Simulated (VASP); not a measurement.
# Ge (Cmcm) in VASP: further runs, part 2 of 2

VASP 6.6.1.

### 4 Relaxation of cell and atoms, revPBE

INCAR reads:

```
SYSTEM = Ge
ALGO     = Normal         ! electronic algorithm
EDIFF    = 1E-6           ! SCF threshold, eV
EDIFFG   = -0.01          ! ionic threshold
ENCUT    = 600            ! plane-wave cutoff, eV
GGA      = RE             ! functional
IBRION   = 2              ! ionic algorithm
ISIF     = 3              ! what is computed and relaxed
ISMEAR   = -1             ! smearing method
LASPH    = .TRUE.         ! aspherical terms in the spheres
LCHARG   = .FALSE.        ! write CHGCAR
LREAL    = .FALSE.        ! projectors in reciprocal space
LWAVE    = .FALSE.        ! write WAVECAR
NELM     = 80             ! most SCF steps
NSW      = 60             ! ionic steps
PREC     = Accurate       ! precision mode
SIGMA    = 0.05           ! smearing width, eV
```

KPOINTS reads:

```
k-points
0
G
  10 10 6
  0 0 0
```

POSCAR reads:

```
Ge
1.0
    1.4880529250     -2.5946896100      0.0000000000
    1.4880529250      2.5946896100      0.0000000000
    0.0000000000      0.0000000000      4.7275957900
Ge
2
Direct
    0.3334466300      0.6665533700      0.2500000000
    0.6665533700      0.3334466300      0.7500000000
```

On the command line:

```bash
> cat potpaw_PBE.64/Ge_d/POTCAR > POTCAR
> mpirun -np 1 vasp_std > vasp.out
```

Run time: 9.2 min. Hardware: 1 thread of Intel Xeon 8259CL, shared host; peak memory 0.23 GiB.

It converged, with:

* Free energy: -7.7899 eV
* Relaxed volume: 19.64 Å³/atom
* Relaxed cell: a = 3.045 Å, b = 3.045 Å, c = 4.914 Å, α = 90.00°, β = 90.00°, γ = 120.44°
* Space group after relaxing (to 0.1 Å): P6_3/mmc (No. 194)
* Energy gained by relaxing: 25.4 meV/atom
* Ionic steps: 12
* Pressure after relaxing: 0.0 GPa
* Band gap on the k mesh: zero (bands 14 and 15 overlap by 8.57 eV)

Stress tensor (GPa, compression positive):
```
-0.03  0.00  0.00
 0.00  0.08  0.00
 0.00  0.00  0.06
```

The path:
| step | energy change (eV) | largest force (eV/Å) | pressure (GPa) | volume (Å³) |
| --- | --- | --- | --- | --- |
| 1 | 0.0000 | 0.0012 | 5.54 | 36.51 |
| 2 | -0.0484 | 0.0006 | -0.73 | 39.94 |
| 3 | -0.0499 | 0.0004 | -0.32 | 39.47 |
| 4 | -0.0499 | 0.0003 | 0.09 | 39.35 |
| 5 | -0.0499 | 0.0004 | -0.18 | 39.41 |
| 6 | -0.0505 | 0.0004 | -0.16 | 39.37 |
| 7 | -0.0507 | 0.0009 | -0.20 | 39.34 |
| 8 | -0.0506 | 0.0008 | 0.21 | 39.18 |
| 9 | -0.0507 | 0.0013 | -0.09 | 39.30 |
| 10 | -0.0507 | 0.0007 | 0.13 | 39.26 |
| 11 | -0.0507 | 0.0011 | 0.05 | 39.28 |
| 12 | -0.0507 | 0.0011 | 0.04 | 39.29 |

Final structure:
```xyz
2
Lattice="1.5123 -2.6429 0.0000 1.5123 2.6429 0.0000 0.0000 0.0000 4.9145" Properties=species:S:1:pos:R:3 pbc="T T T"
Ge    1.5123    0.8803    1.2286
Ge    1.5123   -0.8803    3.6858
```

Levels at points of the mesh, in eV from the Fermi level:
| k point | band 10 | band 11 | band 12 | band 13 | band 14 | band 15 | band 16 | band 17 | band 18 |
| --- | --- | --- | --- | --- | --- | --- | --- | --- | --- |
| (0.00, 0.00, 0.00) | -24.68 | -12.82 | -7.66 | -5.25 | 6.37 | 6.51 | 8.23 | 8.38 | 8.94 |
| (0.50, 0.00, 0.00) | -24.67 | -8.15 | -6.83 | -2.57 | -1.46 | -0.80 | 1.40 | 2.46 | 6.38 |
| (0.50, 0.50, 0.00) | -24.67 | -8.24 | -6.88 | -2.62 | -1.49 | -0.89 | 1.36 | 2.65 | 6.56 |
| (0.00, 0.00, 0.50) | -24.70 | -11.29 | -11.29 | 1.32 | 1.32 | 7.37 | 7.37 | 7.51 | 7.51 |
| (0.50, 0.00, 0.50) | -24.67 | -6.89 | -6.89 | -4.62 | -4.62 | 3.95 | 3.95 | 4.50 | 4.50 |
| (0.50, 0.50, 0.50) | -24.67 | -6.99 | -6.99 | -4.65 | -4.65 | 4.14 | 4.14 | 4.51 | 4.51 |

Caveat: the PAW data sets were made with another functional, which shifts forces and pressure a little.

### 5 Single point, PBE-based screened hybrid with 25 % exact exchange

POSCAR is that of step 4.

INCAR.step1 reads:

```
PREC     = Accurate       # precision mode
ENCUT    = 520            # plane-wave cutoff, eV
EDIFF    = 1E-5           # SCF threshold, eV
ISMEAR   = -1             # smearing method
SIGMA    = 0.05           # smearing width, eV
LREAL    = F              # projectors in reciprocal space
LASPH    = T              # aspherical terms in the spheres
NELM     = 100            # most SCF steps
ALGO     = Normal         # electronic algorithm
ISIF     = 2              # what is computed and relaxed
LWAVE    = T              # write WAVECAR
LCHARG   = F              # write CHGCAR
GGA      = PE             # functional
NBANDS   = 21             # bands
```

INCAR.step2 reads:

```
PREC     = Accurate       # precision mode
ENCUT    = 520            # plane-wave cutoff, eV
EDIFF    = 1E-6           # SCF threshold, eV
ISMEAR   = -1             # smearing method
SIGMA    = 0.05           # smearing width, eV
LREAL    = F              # projectors in reciprocal space
LASPH    = T              # aspherical terms in the spheres
NELM     = 100            # most SCF steps
ALGO     = Normal         # electronic algorithm
ISIF     = 2              # what is computed and relaxed
LWAVE    = F              # write WAVECAR
LCHARG   = F              # write CHGCAR
GGA      = PE             # functional
LHFCALC  = T              # exact exchange
AEXX     = 0.25           # exact-exchange fraction
HFSCREEN = 0.15           # screening, 1/A
PRECFOCK = Normal       
ISTART   = 1            
NBANDS   = 21             # bands
```

KPOINTS reads:

```
regular mesh
0
Gamma
  5 5 3
```

On the command line:

```bash
> cat potpaw_PBE.64/Ge_d/POTCAR > POTCAR
> cp INCAR.step1 INCAR
> mpirun -np 1 vasp_std > vasp.out
> cp INCAR.step2 INCAR
> mpirun -np 1 vasp_std > vasp.out
```

It took 55 min on 1 thread of AMD EPYC 7R13, shared host; peak memory 0.23 GiB.

It converged, with:

```
Free energy            : -9.8727 eV
Pressure               : 2.5 GPa
Largest force          : 0.022 eV/Å
Band gap on the k mesh : zero (bands 14 and 15 overlap by 8.96 eV)
```

Forces in eV/Å, atoms in the order of the input:
```
Ge   0.000 -0.022  0.000
Ge   0.000  0.022  0.000
```

Stress tensor (GPa, compression positive):
```
-0.69  0.00  0.00
 0.00 -1.05  0.00
 0.00  0.00  9.15
```

Levels at points of the mesh, in eV from the Fermi level:
```csv
k point,band 11,band 12,band 13,band 14,band 15,band 16,band 17,band 18
"(0.00, 0.00, 0.00)",-15.00,-8.38,-6.35,7.70,7.82,9.90,10.03,11.48
```

Caveat: the k points lie up to 0.49 Å⁻¹ apart, too coarse for converged energies and pressures of a metal; the PAW data sets were made with another functional, which shifts forces and pressure a little.

### 6 Overview

```tsv
task	level	cell	k mesh	cutoff (eV)	grid for exact exchange (PRECFOCK)	share of exact exchange	screening parameter	gap on the mesh (eV)	pressure (GPa)	relaxed volume (Å³/atom)	largest force (eV/Å)
relaxation of cell and atoms	PBEsol	relaxed	10 × 10 × 6	600	-	-	-	none	0.0	18.37	0.01
relaxation of cell and atoms	RPBE	relaxed	10 × 10 × 6	600	-	-	-	none	0.0	19.79	-
relaxation of cell and atoms	revPBE	relaxed	10 × 10 × 6	600	-	-	-	none	0.0	19.64	-
single point	PBE-based screened hybrid with 25 % exact exchange	as given	5 × 5 × 3	520	Normal	0.25	0.15 1/Å	none	2.5	-	0.02
```

Alike in all rows: potentials or basis VASP PAW PBE potentials, release 64 (Ge_d); no spin polarisation; smearing fermi-dirac 0.05 eV.

Caveats: some runs use coarse meshes; the PAW data sets were made with another functional, which shifts forces and pressure a little.

Total energies depend on the potentials used, so only differences within one code and one set of settings carry meaning.
